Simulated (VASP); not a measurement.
# CrO2 (Fm-3m) in VASP: single point with LDA+U

Aim: the single point of CrO2 with LDA+U.

All numbers are computed with VASP 6.6.1; they aren't measurements. Logs are shortened: lines on timing, memory, paths and dates and some standing lists are left out, and cuts for length are marked.

## 1. The cell of the first run

The structure is cubic, space group Fm-3m (No. 225). Conventional cell: a = 4.674 Å, b = 4.674 Å, c = 4.674 Å, α = 90.00°, β = 90.00°, γ = 90.00°. Cr (site symmetry m-3m) has 8 O at 2.02 Å within 2.7 Å. Within 2.7 Å of O (site symmetry -43m) lie 4 Cr at 2.02 Å and 6 O at 2.34 Å.

## 2. Single point, LDA+U, collinear spin, ferrimagnetic start

INCAR

```
SYSTEM = CrO2
PREC     = Accurate       ! precision mode
ENCUT    = 520            ! plane-wave cutoff, eV
EDIFF    = 1E-6           ! SCF threshold, eV
ISMEAR   = 0              ! smearing method
SIGMA    = 0.05           ! smearing width, eV
LREAL    = .False.        ! projectors in reciprocal space
LASPH    = .True.         ! aspherical terms in the spheres
NELM     = 150            ! most SCF steps
ALGO     = Normal         ! electronic algorithm
ISIF     = 2              ! what is computed and relaxed
LWAVE    = .False.        ! write WAVECAR
LCHARG   = .False.        ! write CHGCAR
ISPIN    = 2              ! spin polarisation
MAGMOM   = 2.58 -0.43 -0.43 ! initial moments
LORBIT   = 11             ! projections on sites
LMAXMIX  = 4              ! l up to which the mixer works
LDAU     = .True.         ! DFT+U
LDAUTYPE = 2            
LDAUL    = 2 -1           ! shell
LDAUU    = 7 0            ! U, eV
LDAUJ    = 0 0          
LDAUPRINT= 1            
NBANDS   = 23             ! bands
```

KPOINTS

```
Automatic mesh
0
Gamma
  7 7 7
  0 0 0
```

POSCAR

```
CrO2
1.0
    0.0000000000      2.3368421000      2.3368421000
    2.3368421000      0.0000000000      2.3368421000
    2.3368421000      2.3368421000      0.0000000000
Cr O
1 2
Direct
    0.0000000000      0.0000000000      0.0000000000
    0.2500000000      0.2500000000      0.2500000000
    0.7500000000      0.7500000000      0.7500000000
```

Potentials or basis: VASP PAW LDA potentials, release 64 (Cr_pv, O).

On the command line:

```
$ cat potpaw_LDA.64/Cr_pv/POTCAR potpaw_LDA.64/O/POTCAR > POTCAR
$ mpirun -np 1 vasp_std > vasp.out
```

OUTCAR:

```text
SYSTEM = CrO2
   PREC = Accurate
   ENCUT = 520
   EDIFF = 1E-6
   ISMEAR = 0
   LREAL = .False.
   LASPH = .True.
   NELM = 150
   ISIF = 2
   ISPIN = 2
   LORBIT = 11

 ion  position               nearest neighbor table
   1  0.000  0.000  0.000-   3 2.02   3 2.02   3 2.02   2 2.02   3 2.02   2 2.02   2 2.02   2 2.02

   2  0.250  0.250  0.250-   1 2.02   1 2.02   1 2.02   1 2.02
   3  0.750  0.750  0.750-   1 2.02   1 2.02   1 2.02   1 2.02

  LATTYP: Found a face centered cubic cell.
 ALAT       =     4.6736842000

  Lattice vectors:

 A1 = (   0.0000000000,   2.3368421000,   2.3368421000)
 A2 = (   2.3368421000,   0.0000000000,   2.3368421000)
 A3 = (   2.3368421000,   2.3368421000,   0.0000000000)

Analysis of symmetry for initial positions (statically):
=====================================================================
 Subroutine PRICEL returns:
 Original cell was already a primitive cell.

 Routine SETGRP: Setting up the symmetry group for a
 face centered cubic supercell.

 Subroutine GETGRP returns: Found 48 space group operations
 (whereof 48 operations were pure point group operations)
 out of a pool of 48 trial point group operations.

The static configuration has the point symmetry O_h .

Analysis of symmetry for dynamics (positions and initial velocities):
=====================================================================
 Subroutine PRICEL returns:
 Original cell was already a primitive cell.

 Routine SETGRP: Setting up the symmetry group for a
 face centered cubic supercell.

 Subroutine GETGRP returns: Found 48 space group operations
 (whereof 48 operations were pure point group operations)
 out of a pool of 48 trial point group operations.

The dynamic configuration has the point symmetry O_h .

Analysis of structural, dynamic, and magnetic symmetry:
=====================================================================
 Subroutine PRICEL returns:
 Original cell was already a primitive cell.

 Routine SETGRP: Setting up the symmetry group for a
 face centered cubic supercell.

 Subroutine GETGRP returns: Found 48 space group operations
 (whereof 48 operations were pure point group operations)
 out of a pool of 48 trial point group operations.

The overall configuration has the point symmetry O_h .

 Subroutine INISYM returns: Found 48 space group operations
 (whereof 48 operations are pure point group operations),
 and found     1 'primitive' translations
[... 164 lines left out ...]
  o =  0.4307  v =  1.0000  0.0000  0.0000  0.0000  0.0000  0.0000  0.0000  0.0000  0.0000  0.0000      0.0000  0.0000  0.0000  0.0000  0.0000  0.0000  0.0000  0.0000  0.0000  0.0000
  o =  0.9601  v =  0.0000  0.0000  0.0004  0.0000  1.0000  0.0000  0.0000  0.0000  0.0000  0.0000      0.0000  0.0000  0.0000  0.0000  0.0000  0.0000  0.0000  0.0000  0.0000  0.0000
  o =  0.9601  v =  0.0000 -0.0000  1.0000 -0.0000 -0.0004  0.0000  0.0000  0.0000  0.0000  0.0000      0.0000  0.0000  0.0000  0.0000  0.0000  0.0000  0.0000  0.0000  0.0000  0.0000

 number of electron      23.9999997 magnetization       1.9999763

 Free energy of the ion-electron system (eV)
  ---------------------------------------------------
  ext. energy  EPLUGINS =         0.00000000
  ---------------------------------------------------
  free energy    TOTEN  =       -21.77025210 eV

  energy without entropy =      -21.77025203  energy(sigma->0) =      -21.77025206

 E-fermi :   7.4847     XC(G=0): -13.2189

 val. band max:        7.3304959442   @ k =  -0.4286   0.4286   0.0000
 cond. band min:       7.6392829458   @ k =  -0.4286   0.4286   0.0000
 fundamental gap:      0.3087870015
 Fermi energy:         7.4847249798

 spin component 1

 k-point     1 :       0.0000    0.0000    0.0000
  band No.  band energies     occupation
      1     -37.7763      1.00000
      2     -37.7763      1.00000
      3     -37.7763      1.00000
      4     -13.0256      1.00000
      5      -8.0801      1.00000
      6       0.4994      1.00000
[... 509 lines left out ...]
     22      27.1423      0.00000
     23      27.8181      0.00000
 Fermi energy:         7.4847249798

 spin component 2

 k-point     1 :       0.0000    0.0000    0.0000
  band No.  band energies     occupation
      1     -35.3380      1.00000
      2     -35.3380      1.00000
      3     -35.3380      1.00000
      4     -13.2827      1.00000
      5      -8.5573      1.00000
      6       1.2060      1.00000
[... 509 lines left out ...]
     22      28.3734      0.00000
     23      29.5946      0.00000

------------------------ aborting loop because EDIFF is reached ----------------------------------------

  FORCE on cell =-STRESS in cart. coord.  units (eV):
  Direction    XX          YY          ZZ          XY          YZ          ZX
  --------------------------------------------------------------------------------------
  -------------------------------------------------------------------------------------
  Total        0.5673357      0.5673357      0.5673357     -0.0000000     -0.0000000      0.0000000
  in kB       35.6149722     35.6149722     35.6149722     -0.0000000     -0.0000000      0.0000000
  external PRESSURE =      35.6149722 kB  Pullay stress =       0.0000000 kB

 VOLUME and BASIS-vectors are now :
 -----------------------------------------------------------------------------
  energy-cutoff  :      520.00
  volume of cell :       25.52
      direct lattice vectors                 reciprocal lattice vectors
     0.000000000  2.336842100  2.336842100    -0.213963964  0.213963964  0.213963964
     2.336842100  0.000000000  2.336842100     0.213963964 -0.213963964  0.213963964
     2.336842100  2.336842100  0.000000000     0.213963964  0.213963964 -0.213963964

 POSITION                                       TOTAL-FORCE (eV/Angst)
 -----------------------------------------------------------------------------------
      0.00000      0.00000      0.00000        -0.000000      0.000000     -0.000000
      1.16842      1.16842      1.16842         0.000000     -0.000000     -0.000000
      3.50526      3.50526      3.50526        -0.000000      0.000000      0.000000
 -----------------------------------------------------------------------------------
    total drift:                               -0.000000     -0.000000      0.000000

  FREE ENERGIE OF THE ION-ELECTRON SYSTEM (eV)
  ---------------------------------------------------
  free  energy   TOTEN  =       -21.7702521012 eV

  energy  without entropy=      -21.7702520281  energy(sigma->0) =      -21.77025206

 total charge

# of ion       s       p       d       tot
------------------------------------------
    1        0.325   6.398   3.877  10.600
    2        1.571   3.453   0.000   5.025
    3        1.571   3.453   0.000   5.025
--------------------------------------------------
tot          3.468  13.304   3.877  20.650

 magnetization (x)

# of ion       s       p       d       tot
------------------------------------------
    1        0.032   0.033   2.511   2.576
    2       -0.008  -0.268   0.000  -0.275
    3       -0.008  -0.268   0.000  -0.275
--------------------------------------------------
tot          0.017  -0.503   2.511   2.025
```

OSZICAR:

```text
N       E                     dE             d eps       ncg     rms          rms(c)
DAV:   1     0.228874034840E+03    0.22887E+03   -0.12858E+04  1840   0.115E+03
DAV:   2    -0.172369850498E+02   -0.24611E+03   -0.22998E+03  2043   0.351E+02
[... 11 lines left out ...]
DAV:  14    -0.217713677202E+02    0.11246E-03   -0.50802E-04  2092   0.171E-01    0.638E+00
DAV:  15    -0.217706077318E+02    0.75999E-03   -0.91233E-04  1882   0.228E-01    0.471E+00
DAV:  16    -0.217701538714E+02    0.45386E-03   -0.30338E-03  1889   0.331E-01    0.183E+00
DAV:  17    -0.217702341513E+02   -0.80280E-04   -0.10781E-03  2195   0.153E-01    0.283E-01
DAV:  18    -0.217702526362E+02   -0.18485E-04   -0.61283E-05  1875   0.710E-02    0.642E-02
DAV:  19    -0.217702521012E+02    0.53506E-06   -0.45413E-06  1758   0.190E-02
   1 F= -.21770252E+02 E0= -.21770252E+02  d E =-.730461E-07  mag=     1.9999
```

stdout:

```text
POSCAR found type information on POSCAR CrO
 POSCAR found :  2 types and       3 ions
 scaLAPACK will be used
 LDA part: xc-table for (Slater(with rela. corr.)+CA(PZ))
 , standard interpolation
 POSCAR, INCAR and KPOINTS ok, starting setup
 FFT: planning ... GRIDC
 FFT: planning ... GRID_SOFT
 FFT: planning ... GRID
 WAVECAR not read
 entering main loop
```

Run time: 46 s. Hardware: 1 thread of Intel Xeon 6975P-C, shared host; peak memory 0.16 GiB.

What came out:

```
Free energy                                           : -21.7703 eV
Pressure                                              : 3.6 GPa
Band gap on the k mesh                                : 0.31 eV, direct
Net moment                                            : 2.00 μB per cell
Site moments                                          : Cr +2.58; O -0.28 μB
Valence electrons inside the program's atomic spheres : Cr 10.60; O 5.03
```

Levels at points of the mesh, in eV from the valence-band top:
Spin up:
| k point | band 10 | band 11 | band 12 | band 13 | band 14 | band 15 | band 16 | band 17 |
| --- | --- | --- | --- | --- | --- | --- | --- | --- |
| (0.00, 0.00, 0.00) | -5.20 | -0.97 | -0.97 | -0.97 | 2.06 | 2.89 | 2.89 | 2.89 |
Spin down:
| k point | band 7 | band 8 | band 9 | band 10 | band 11 | band 12 | band 13 | band 14 | band 15 | band 16 |
| --- | --- | --- | --- | --- | --- | --- | --- | --- | --- | --- |
| (0.00, 0.00, 0.00) | -6.12 | -6.12 | -1.39 | -1.39 | -1.39 | 3.33 | 3.33 | 5.42 | 5.42 | 5.42 |

Eigenvalues of the final occupation matrices:
```csv
site,spin,trace,eigenvalues
site 1 d,1,3.21,0.43 0.43 0.43 0.96 0.96
site 1 d,2,0.70,0.04 0.04 0.21 0.21 0.21
```

Caveat: a cell with one magnetic atom can't hold antiferromagnetic order, which such compounds often take.
